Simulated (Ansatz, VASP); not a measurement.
**Two plane-wave programs on CsPbBr3**

```
CELL_PARAMETERS angstrom
5.87000 0.00000 0.00000
0.00000 5.60585 0.00000
0.00000 0.00000 5.87000
ATOMIC_POSITIONS crystal
Cs 0.00000 0.00000 0.00000
Pb 0.50000 0.50000 0.50000
Br 0.00000 0.50000 0.50000
Br 0.50000 0.00000 0.50000
Br 0.50000 0.50000 0.00000
```

Change from the starting cell: strain -0.0450 x Voigt [0, 1, 0, 0, 0, 0], atoms carried along.

Alike in both runs: task single point; functional LDA; k mesh 6 × 6 × 6; occupations gaussian, width 0.05 eV; no spin polarisation.

```csv
,VASP,Ansatz
version,VASP 6.6.1,Ansatz 0.2.0
potentials or method,"VASP PAW LDA potentials, release 64 (Cs_sv, Pb_d, Br), cutoff 520 eV","scalar-relativistic, plane waves, PAW"
valence electrons in the cell,44,44
```

```tsv
	VASP	Ansatz	Ansatz less VASP
gap on the k mesh at the Fermi level (eV)	1.00	1.04	+0.032
least direct gap on the mesh (eV)	1.00	1.04	+0.032
pressure (GPa)	0.0	0.0	-0.05
traceless stress, the component that is largest in VASP (GPa)	1.80	1.78	-0.017
```

LDA's correlation is that of Perdew and Zunger in VASP and of Perdew and Wang (1992) in Ansatz.

Spin-orbit coupling is off throughout.
